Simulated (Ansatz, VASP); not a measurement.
# Mg: VASP beside Ansatz

POSCAR

```
Mg
1.0
    0.0000000000      3.4316107974      3.4316107974
    3.4316107974      0.0000000000      3.4316107974
    3.4316107974      3.4316107974      0.0000000000
Mg
2
Direct
    0.1250000000      0.1250000000      0.1250000000
    0.8750000000      0.8750000000      0.8750000000
```

The input INCAR.step1:

```
SYSTEM = Mg
  PREC = Accurate
  ENCUT = 520
  ISMEAR = -1
  SIGMA = 0.1
  LREAL = .False.
  LASPH = .True.
  NELM = 150
  MAGMOM = 0 0 0 0 0 0
  LSORBIT = .True.
  GGA_COMPAT = .False.
  NBANDS = 16
  GGA = PE
  ALGO = Normal
  EDIFF = 1E-4
  LWAVE = .True.
  LCHARG = .False.
```

File INCAR.step2:

```
SYSTEM = Mg
  PREC = Accurate
  ENCUT = 520
  EDIFF = 1E-6
  ISMEAR = -1
  SIGMA = 0.1
  LREAL = .False.
  LASPH = .True.
  NELM = 150
  ALGO = Normal
  ISIF = 2
  LWAVE = .False.
  LCHARG = .True.
  MAGMOM = 0 0 0 0 0 0
  LORBIT = 11
  LSORBIT = .True.
  GGA_COMPAT = .False.
  LORBMOM = .True.
  METAGGA = R2SCAN
  LMIXTAU = .True.
  LVHAR = .True.
  NBANDS = 16
  ISTART = 1
```

File KPOINTS:

```
Automatic mesh
0
Gamma
  8 8 8
  0 0 0
```

Input for Ansatz:

```yaml
crystal:
  lattice:
    - [0.0, 3.4316107974, 3.4316107974]
    - [3.4316107974, 0.0, 3.4316107974]
    - [3.4316107974, 3.4316107974, 0.0]
  atoms:
    - { symbol: Mg, position: [0.125, 0.125, 0.125] }
    - { symbol: Mg, position: [0.875, 0.875, 0.875] }
hamiltonian:
  xc: r2scan
  pseudopotentials:
    kind: paw_fr
    azcp:
      Mg: "pseudopotentials/Mg.paw.azcp"
basis:
  ecutwfc: 500
  fft_grid_basis: typed
kpoints:
  mp_grid: { grid: [8, 8, 8], shift: [0, 0, 0] }
magnetization:
  noncollinear: true
  spin_orbit: true
scf:
  occupations: { method: fermi_dirac, width: 0.1 }
```

Alike in both runs: task single point; functional r2SCAN; k mesh 8 × 8 × 8; occupations fermi-dirac, width 0.1 eV; non-collinear spin, spin-orbit coupling.

|  | VASP | Ansatz |
| --- | --- | --- |
| version | VASP 6.6.1 | Ansatz 0.2.0 |
| potentials or method | VASP PAW PBE potentials, release 64 (Mg), cutoff 520 eV | plane waves (500 eV) with PAW, fully relativistic with spin-orbit coupling |
| valence electrons in the cell | 4 | 20 |

|  | VASP | Ansatz | Ansatz less VASP |
| --- | --- | --- | --- |
| net moment per atom (μB) | 0.00 | 0.00 | 0.000 |

VASP's potentials were made for PBE, not for r2SCAN. VASP's potentials hold 4 valence electrons a cell and Ansatz's 20, so a difference there can come from the potentials and not from the codes.
